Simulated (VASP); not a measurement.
# NaS3 (P6/mmm) in VASP: relaxation of cell and atoms with PBE

Aim: the relaxation of cell and atoms of NaS3 with PBE.

Everything below comes from runs of VASP 6.6.1. Logs are shortened: lines on timing, memory, paths and dates and some standing lists are left out, and cuts for length are marked.

## (1) The cell of the first run

It takes space group P6/mmm (No. 191, hexagonal). The conventional cell has a = 5.216 Å, b = 5.216 Å, c = 4.828 Å, α = 90.00°, β = 90.00°, γ = 120.00°. Within 3.4 Å of Na (site symmetry 6/mmm) lie 6 S at 2.61 Å. Within 3.4 Å of S (site symmetry mmm) lie 2 Na at 2.61 Å and 4 S at 2.61 Å.

The cell was built from a structure type or drawn by symmetry, and may not be a known phase.

## (2) Relaxation of cell and atoms, PBE

The input, INCAR:

```
  PREC = Accurate
  ENCUT = 600
  EDIFF = 1E-7
  ISMEAR = 0
  SIGMA = 0.1
  LREAL = False
  LASPH = True
  NELM = 100
  ALGO = Normal
  ISIF = 3
  LWAVE = False
  LCHARG = False
  GGA = PE
  IBRION = 2
  NSW = 100
  EDIFFG = -0.01
```

The input, KPOINTS:

```
regular mesh
0
Gamma
  12 12 10
```

The input, POSCAR:

```
NaS3
1.0
    5.2160514879      0.0000000000      0.0000000000
   -2.6080257439      4.5172330960      0.0000000000
    0.0000000000      0.0000000000      4.8280456918
Na S
1 3
Direct
    0.0000000000      0.0000000000      0.5000000000
    0.5000000000      0.0000000000      0.5000000000
    0.0000000000      0.5000000000      0.5000000000
    0.5000000000      0.5000000000      0.5000000000
```

Potentials or basis: VASP PAW PBE potentials, release 64 (Na_pv, S).

On the command line:

```bash
> cat potpaw_PBE.64/Na_pv/POTCAR potpaw_PBE.64/S/POTCAR > POTCAR
> mpirun -np 1 vasp_std > vasp.out
```

OUTCAR:

```text
PREC = Accurate
   ENCUT = 600
   EDIFF = 1E-7
   ISMEAR = 0
   LREAL = False
   LASPH = True
   NELM = 100
   ISIF = 3
   GGA = PE
   IBRION = 2
   NSW = 100
   EDIFFG = -0.01

 ion  position               nearest neighbor table
   1  0.000  0.000  0.500-   2 2.61   2 2.61   3 2.61   3 2.61   4 2.61   4 2.61
   2  0.500  0.000  0.500-   1 2.61   1 2.61   4 2.61   4 2.61   3 2.61   3 2.61
   3  0.000  0.500  0.500-   4 2.61   4 2.61   1 2.61   1 2.61   2 2.61   2 2.61
   4  0.500  0.500  0.500-   3 2.61   3 2.61   2 2.61   2 2.61   1 2.61   1 2.61

  LATTYP: Found a hexagonal cell.
 ALAT       =     5.2160514879
 C/A-ratio  =     0.9256131200

  Lattice vectors:

 A1 = (   5.2160514879,   0.0000000000,   0.0000000000)
 A2 = (  -2.6080257439,   4.5172330960,   0.0000000000)
 A3 = (   0.0000000000,   0.0000000000,   4.8280456918)

Analysis of symmetry for initial positions (statically):
=====================================================================
 Subroutine PRICEL returns:
 Original cell was already a primitive cell.

 Routine SETGRP: Setting up the symmetry group for a
 hexagonal supercell.

 Subroutine GETGRP returns: Found 24 space group operations
 (whereof 24 operations were pure point group operations)
 out of a pool of 24 trial point group operations.

The static configuration has the point symmetry D_6h.

Analysis of symmetry for dynamics (positions and initial velocities):
=====================================================================
 Subroutine PRICEL returns:
 Original cell was already a primitive cell.

 Routine SETGRP: Setting up the symmetry group for a
 hexagonal supercell.

 Subroutine GETGRP returns: Found 24 space group operations
 (whereof 24 operations were pure point group operations)
 out of a pool of 24 trial point group operations.

The dynamic configuration has the point symmetry D_6h.

 Subroutine INISYM returns: Found 24 space group operations
 (whereof 24 operations are pure point group operations),
 and found     1 'primitive' translations

----------------------------------------------------------------------------------------

                                     Primitive cell

  volume of cell :     113.7590

  direct lattice vectors                    reciprocal lattice vectors
     5.216051488  0.000000000  0.000000000     0.191715899  0.110687226  0.000000000
    -2.608025744  4.517233096  0.000000000     0.000000000  0.221374452  0.000000000
     0.000000000  0.000000000  4.828045692     0.000000000  0.000000000  0.207123143

  length of vectors
     5.216051488  5.216051488  4.828045692     0.221374452  0.221374452  0.207123143

  position of ions in fractional coordinates (direct lattice)
     0.000000000  0.000000000  0.500000000
     0.500000000  0.000000000  0.500000000
     0.000000000  0.500000000  0.500000000
     0.500000000  0.500000000  0.500000000

  ion indices of the primitive-cell ions
   primitive index   ion index
                 1           1
                 2           2
                 3           3
                 4           4

----------------------------------------------------------------------------------------

 KPOINTS: regular mesh

Automatic generation of k-mesh.
 Grid dimensions read from file:
 generate k-points for:   12   12   10

 Generating k-lattice:

  Cartesian coordinates                     Fractional coordinates (reciprocal lattice)
     0.015976325  0.009223935  0.000000000     0.083333333  0.000000000  0.000000000
     0.000000000  0.018447871  0.000000000     0.000000000  0.083333333  0.000000000
     0.000000000  0.000000000  0.020712314     0.000000000  0.000000000  0.100000000

  Length of vectors
     0.018447871  0.018447871  0.020712314

  Shift w.r.t. Gamma in fractional coordinates (k-lattice)
     0.000000000  0.000000000  0.000000000

 Subroutine IBZKPT returns following result:
 ===========================================

 Found    114 irreducible k-points:

 Following reciprocal coordinates:
            Coordinates               Weight
  0.000000  0.000000  0.000000      1.000000
  0.083333 -0.000000  0.000000      6.000000
  0.166667  0.000000  0.000000      6.000000
  0.250000 -0.000000  0.000000      6.000000
  0.333333 -0.000000  0.000000      6.000000
  0.416667 -0.000000  0.000000      6.000000
[... 16 lines left out ...]
  0.250000 -0.000000  0.100000     12.000000
  0.333333 -0.000000  0.100000     12.000000
 [... further k-points ...]
   k-points           NKPTS =    114   k-points in BZ     NKDIM =    114   number of bands    NBANDS=     16
   number of dos      NEDOS =    301   number of ions     NIONS =      4
   total plane-waves  NPLWV =  70560
   dimension x,y,z NGX =    42 NGY =   42 NGZ =   40
   dimension x,y,z NGXF=    84 NGYF=   84 NGZF=   80
   ions per type =               1   3
   NGX,Y,Z   is equivalent  to a cutoff of  13.39, 13.39, 13.77 a.u.
   NGXF,Y,Z  is equivalent  to a cutoff of  26.77, 26.77, 27.55 a.u.
 SYSTEM =  unknown system
   PREC   = accura    normal or accurate (medium, high low for compatibility)
   ISTART =      0    job   : 0-new  1-cont  2-samecut
   ICHARG =      2    charge: 1-file 2-atom 10-const
   ISPIN  =      1    spin polarized calculation?
   LNONCOLLINEAR =      F non collinear calculations
   LSORBIT =      F    spin-orbit coupling
   LASPH  =      T    aspherical Exc in radial PAW
   ENCUT  =  600.0 eV  44.10 Ry    6.64 a.u.  10.42 10.42  9.64*2*pi/ulx,y,z
   NELM   =    100;   NELMIN=  2; NELMDL= -5     # of ELM steps
   EDIFF  = 0.1E-06   stopping-criterion for ELM
   LREAL  =      F    real-space projection
   EDIFFG = -.1E-01   stopping-criterion for IOM
   NSW    =    100    number of steps for IOM
   IBRION =      2    ionic relax: 0-MD 1-quasi-New 2-CG
   NFREE  =      1    steps in history (QN), initial steepest desc. (CG)
   ISIF   =      3    stress and relaxation
   ISYM   =      2    0-nonsym 1-usesym 2-fastsym
   POTIM  = 0.5000    time-step for ionic-motion
   TEBEG  =    0.0;   TEEND  =   0.0 temperature during run
   PSTRESS=    0.0 pullay stress
   NELECT =      25.0000    total number of electrons
   NUPDOWN=      -1.0000    fix difference up-down
   EMIN   =  10.00;   EMAX   =-10.00  energy-range for DOS
   EFERMI =   0.00;   METHOD = LEGACY
   ISMEAR =     0;   SIGMA  =   0.10  broadening in eV -4-tet -1-fermi 0-gaus
   EFERMI_NEDOS =   21; number of points for ismear=-14 and -15
   IALGO  =     38    algorithm
   IMIX   =      4    mixing-type and parameters
     AMIX     =   0.40;   BMIX     =  1.00
     AMIX_MAG =   1.60;   BMIX_MAG =  1.00
  volume/ion in A,a.u.               =      28.44       191.92
  Fermi-wavevector in a.u.,A,eV,Ry     =   0.987930  1.866917 13.279368  0.976006
  Thomas-Fermi vector in A             =   2.119420
   LORBIT       =      0    0 simple, 1 ext, 2 COOP (PROOUT), +10 PAW based schemes
   GGA     = PE    functional components
   LHFCALC =     F    Hartree Fock is set to
   AEXX    =    0.0000 exact exchange contribution
   IVDW    =     0    specifies the selected vdW correction
   LEPSILON=     F    determine dielectric tensor
   LRPA    =     F    only Hartree local field effects (RPA)
 conjugate gradient relaxation of ions
 non-spin polarized calculation
 Gauss-broadening in eV      SIGMA  =   0.10
  energy-cutoff  :      600.00
  volume of cell :      113.76
 maximum number of plane-waves:      3824
 NGX is ok and might be reduce to    42
   NGX = 21   NGY = 21   NGZ = 19

--------------------------------------- Ionic step        1  -------------------------------------------

 number of electron      25.0000008 magnetization

 Free energy of the ion-electron system (eV)
  ---------------------------------------------------
  ext. energy  EPLUGINS =         0.00000000
  ---------------------------------------------------
  free energy    TOTEN  =       -12.65127062 eV

  energy without entropy =      -12.62586126  energy(sigma->0) =      -12.63856594

------------------------ aborting loop because EDIFF is reached ----------------------------------------

  FORCE on cell =-STRESS in cart. coord.  units (eV):
  Direction    XX          YY          ZZ          XY          YZ          ZX
  --------------------------------------------------------------------------------------
  -------------------------------------------------------------------------------------
  Total        0.6433572      0.6433572     -0.1473379      0.0000000      0.0000000      0.0000000
  in kB        9.0610184      9.0610184     -2.0751020      0.0000000      0.0000000      0.0000000
  external PRESSURE =       5.3489782 kB  Pullay stress =       0.0000000 kB
[... 95 lines left out ...]
  FREE ENERGIE OF THE ION-ELECTRON SYSTEM (eV)
  ---------------------------------------------------
  free  energy   TOTEN  =       -12.6552706522 eV

  energy  without entropy=      -12.6297036868  energy(sigma->0) =      -12.64248717

 E-fermi :   4.2080     XC(G=0):  -9.5131

 val. band max:        4.2058469697   @ k =   0.3333   0.1667   0.2000
 cond. band min:       4.2256221355   @ k =   0.3333  -0.0000   0.5000
 fundamental gap:      0.0197751659
 Fermi energy:         4.2079843110

 k-point     1 :       0.0000    0.0000    0.0000
  band No.  band energies     occupation
      1     -19.4517      2.00000
      2     -19.4384      2.00000
      3     -19.4384      2.00000
      4     -10.8247      2.00000
      5      -7.0772      2.00000
      6      -7.0772      2.00000
[... 433 lines left out ...]
      3     -19.4390      2.00000
      4     -10.2091      2.00000
      5      -8.3415      2.00000
      6      -7.1168      2.00000
[... 8 lines left out ...]
     15       7.1063      0.00000
     16       8.4071      0.00000

 [... further k-points ...]

[... ionic steps 4 to 15 ...]

--------------------------------------- Ionic step       16  -------------------------------------------

 number of electron      25.0000003 magnetization

------------------------ aborting loop because EDIFF is reached ----------------------------------------
[... 71 lines left out ...]
--------------------------------------- Ionic step       18  -------------------------------------------

 number of electron      25.0000003 magnetization

 Free energy of the ion-electron system (eV)
  ---------------------------------------------------
  ext. energy  EPLUGINS =         0.00000000
  ---------------------------------------------------
  free energy    TOTEN  =       -12.72996205 eV

  energy without entropy =      -12.72115311  energy(sigma->0) =      -12.72555758

 E-fermi :   2.8938     XC(G=0):  -8.8313

 val. band max:        2.8922777346   @ k =   0.2500   0.0833   0.2000
 cond. band min:       2.9088291523   @ k =   0.1667   0.1667   0.2000
 fundamental gap:      0.0165514177
 Fermi energy:         2.8937869781

 k-point     1 :       0.0000    0.0000    0.0000
  band No.  band energies     occupation
      1     -20.4983      2.00000
      2     -20.4898      2.00000
      3     -20.4898      2.00000
      4     -11.7080      2.00000
      5      -8.0077      2.00000
      6      -8.0077      2.00000
[... 433 lines left out ...]
      3     -20.4910      2.00000
      4     -11.1357      2.00000
      5      -9.2878      2.00000
      6      -8.0791      2.00000
[... 8 lines left out ...]
     15       5.9721      0.00000
     16       7.2724      0.00000

 [... further k-points ...]

------------------------ aborting loop because EDIFF is reached ----------------------------------------

  FORCE on cell =-STRESS in cart. coord.  units (eV):
  Direction    XX          YY          ZZ          XY          YZ          ZX
  --------------------------------------------------------------------------------------
  -------------------------------------------------------------------------------------
  Total       -0.0220465     -0.0220465     -0.0120368     -0.0000000     -0.0000000     -0.0000000
  in kB       -0.4086831     -0.4086831     -0.2231299     -0.0000000     -0.0000000     -0.0000000
  external PRESSURE =      -0.3468321 kB  Pullay stress =       0.0000000 kB
[... 19 lines left out ...]
  FREE ENERGIE OF THE ION-ELECTRON SYSTEM (eV)
  ---------------------------------------------------
  free  energy   TOTEN  =       -12.7299620521 eV

  energy  without entropy=      -12.7211531059  energy(sigma->0) =      -12.72555758

 reached required accuracy - stopping structural energy minimisation
```

Wall time 26 min (1 thread of Intel Xeon 6975P-C (Granite Rapids), shared host); peak memory 0.42 GiB.

Results:

```yaml
Free_energy: -12.7300 eV
Relaxed_volume: 21.61 Å³/atom
Relaxed_cell: a = 5.266 Å, b = 5.266 Å, c = 3.598 Å, α = 90.00°, β = 90.00°, γ = 120.00°
Space_group_after_relaxing_to_0.1_Å: P6/mmm (No. 191)
Energy_gained_by_relaxing: 19.7 meV/atom
Ionic_steps: 18
Pressure_after_relaxing: 0.0 GPa
Band_gap_on_the_k_mesh: zero (an odd number of electrons rules out a gap without spin polarisation)
```

Step by step:
```csv
step,energy change (eV),largest force (eV/Å),pressure (GPa),volume (Å³)
1,0.0000,0.0000,0.53,113.76
2,-0.0037,0.0000,-0.24,115.33
3,-0.0040,0.0000,-0.08,114.99
4,-0.0043,0.0000,-0.09,114.79
5,-0.0051,0.0000,-0.09,114.18
6,-0.0069,0.0000,-0.10,112.95
7,-0.0112,0.0000,-0.13,110.50
8,-0.0223,0.0000,-0.18,105.60
9,-0.0520,0.0000,-0.17,95.78
10,-0.0149,0.0000,2.54,76.13
11,-0.0672,0.0000,-0.02,91.18
12,-0.0749,0.0000,0.61,83.66
13,-0.0773,0.0000,0.24,87.00
14,-0.0780,0.0000,0.33,85.97
15,-0.0785,0.0000,0.15,85.69
16,-0.0785,0.0000,0.14,85.67
17,-0.0786,0.0000,0.10,85.87
18,-0.0787,0.0000,-0.03,86.43
```

Final structure:
```
Na S
1.0
     5.26635    0.00000    0.00000
    -2.63317    4.56079    0.00000
     0.00000    0.00000    3.59844
Na S
1 3
Direct
  0.00000 0.00000 0.50000
  0.50000 0.00000 0.50000
  0.00000 0.50000 0.50000
  0.50000 0.50000 0.50000
```

Levels at points of the mesh, in eV from the Fermi level:
| k point | band 9 | band 10 | band 11 | band 12 | band 13 | band 14 | band 15 | band 16 |
| --- | --- | --- | --- | --- | --- | --- | --- | --- |
| (0.00, 0.00, 0.00) | -4.45 | -2.00 | 0.55 | 0.55 | 1.91 | 2.71 | 3.40 | 3.40 |
| (0.50, 0.00, 0.00) | -1.95 | -1.80 | -1.60 | -1.33 | -0.57 | 0.47 | 3.04 | 5.18 |
| (0.00, 0.00, 0.50) | -4.11 | -4.11 | -1.15 | -1.15 | 2.06 | 3.54 | 3.54 | 4.98 |
| (0.50, 0.00, 0.50) | -2.74 | -1.67 | -1.65 | -1.55 | -1.37 | -1.33 | 3.17 | 4.29 |

Caveat: the volume moved by over 15 % at a fixed basis, so the end points are rough.
